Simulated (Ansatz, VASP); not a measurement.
**Two plane-wave programs on CdS**

The input POSCAR:

```
CdS
1.0
    3.8790741790      0.0000000000      0.0000000000
   -1.9395370895      3.3593767822      0.0000000000
    0.0000000000      0.0000000000      6.5090892723
Cd S
2 2
Direct
    0.0000000000      0.0000000000      0.0000000000
    0.0000000000      0.0000000000      0.5000000000
    0.3333333333      0.6666666667      0.2500000000
    0.6666666667      0.3333333333      0.7500000000
```

File INCAR.step1:

```
SYSTEM = CdS
ALGO = Normal
EDIFF = 1E-4
ENCUT = 520
GGA = PE
ISMEAR = 0
LASPH = .True.
LCHARG = .False.
LREAL = .False.
LWAVE = .True.
NBANDS = 26
NELM = 80
PREC = Accurate
SIGMA = 0.01
```

File INCAR.step2:

```
SYSTEM = CdS
ALGO = Normal
EDIFF = 1E-6
ENCUT = 520
ISIF = 2
ISMEAR = 0
ISTART = 1
LASPH = .True.
LCHARG = .False.
LMIXTAU = .True.
LREAL = .False.
LWAVE = .False.
METAGGA = R2SCAN
NBANDS = 26
NELM = 80
PREC = Accurate
SIGMA = 0.01
```

The input KPOINTS:

```
k-points
0
Gamma
  6 6 4
  0 0 0
```

Input for Ansatz:

```yaml
crystal:
  lattice:
    - [3.879074179, 0.0, 0.0]
    - [-1.9395370895, 3.3593767822, 0.0]
    - [0.0, 0.0, 6.5090892723]
  atoms:
    - { symbol: Cd, position: [0.0, 0.0, 0.0] }
    - { symbol: Cd, position: [0.0, 0.0, 0.5] }
    - { symbol: S, position: [0.3333333333, 0.6666666667, 0.25] }
    - { symbol: S, position: [0.6666666667, 0.3333333333, 0.75] }
kpoints:
  mp_grid: { grid: [6, 6, 4] }
hamiltonian:
  xc: r2scan
scf:
  occupations: { method: fixed }
  n_extra_bands: 5
output:
  forces: true
  stress: true
  eigenvalues: true
```

Alike in both runs: task single point; functional r2SCAN; k mesh 6 × 6 × 4; no spin polarisation.

|  | VASP | Ansatz |
| --- | --- | --- |
| version | VASP 6.6.1 | Ansatz 0.2.0 |
| potentials or method | VASP PAW PBE potentials, release 64 (Cd, S) | plane waves, PAW |
| plane-wave cutoff (eV) | 520 | 500 |
| occupations | gaussian, width 0.01 eV | fixed |
| valence electrons in the cell | 36 | 52 |

VASP gave:

```
gap on the k mesh at the Fermi level (eV)                     : 1.10
pressure (GPa)                                                : -1.8
traceless stress, the component that is largest in VASP (GPa) : -0.14
```

Problem. Which values does Ansatz return?

Solution. gap on the k mesh at the Fermi level (eV): 1.12; pressure (GPa): -2.2; traceless stress, the component that is largest in VASP (GPa): -0.15.

VASP's potentials were made for PBE, not for r2SCAN. VASP's potentials hold 36 valence electrons a cell and Ansatz's 52, so a difference there can come from the potentials and not from the codes.
